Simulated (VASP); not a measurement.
Wanted: the native input for a VASP 6.6.1 run.

| Quantity | Value |
| --- | --- |
| Task | relaxation of cell and atoms |
| Functional | RPBE |
| Dispersion | D4 |
| Potentials or basis | VASP PAW PBE potentials, release 64 (Mn_pv, S) |
| Cutoff | 600 eV |
| k mesh | 9 × 9 × 9 |
| Occupations | fermi-dirac, width 0.05 eV |
| Spin | collinear spin, ferromagnetic start |
| Starting moments | [4.0, 0.0] μB |
| Dipole correction | no |
| Further INCAR settings | ALGO = Normal; EDIFF = 1e-07; IBRION = 2; EDIFFG = -0.01; NSW = 60; ISIF = 3 |

The structure of MnS lies in POSCAR:

```
MnS
1.0
    0.0000000000      2.4734634191      2.4734634191
    2.4734634191      0.0000000000      2.4734634191
    2.4734634191      2.4734634191      0.0000000000
Mn S
1 1
Direct
    0.0000000000      0.0000000000      0.0000000000
    0.7500000000      0.7500000000      0.7500000000
```

One way to write it, as run:

INCAR

```
PREC = Accurate ; ENCUT = 600
EDIFF = 1E-7 ; ISMEAR = -1
SIGMA = 0.05 ; LREAL = False
LASPH = True ; NELM = 150
ALGO = Normal ; ISIF = 3
LWAVE = False ; LCHARG = False
ISPIN = 2 ; MAGMOM = 4 0
LORBIT = 11 ; LMAXMIX = 4
GGA = RP ; IVDW = 13
IBRION = 2 ; NSW = 60
EDIFFG = -0.01
```

KPOINTS

```
regular mesh
0
Gamma
  9 9 9
```

Potentials or basis: VASP PAW PBE potentials, release 64 (Mn_pv, S).

Launch:

```bash
$ cat potpaw_PBE.64/Mn_pv/POTCAR potpaw_PBE.64/S/POTCAR > POTCAR
$ mpirun -np 1 vasp_std > vasp.out
```

It gave:

```json
{
  "Relaxed volume": "14.59 Å³/atom",
  "Relaxed cell": "a = 3.456 Å, b = 3.456 Å, c = 3.456 Å, α = 60.00°, β = 60.00°, γ = 60.00°",
  "Space group after relaxing (to 0.1 Å)": "F-43m (No. 216)",
  "Energy gained by relaxing": "8.9 meV/atom",
  "Ionic steps": "3",
  "Pressure after relaxing": "0.0 GPa",
  "Net moment": "0.18 μB per cell",
  "Site moments": "Mn +0.17; S -0.00 μB",
  "Valence electrons inside the program's atomic spheres": "Mn 12.10; S 3.78",
  "Dispersion energy per atom": "-0.993 eV"
}
```

Caveat: the PAW data sets were made with another functional, which shifts forces and pressure a little.

Wall time 2.1 min on 1 thread of Intel(R) Xeon(R) Platinum 8375C CPU @ 2.90GHz (Ice Lake), on a shared host, peak memory 0.19 GiB.
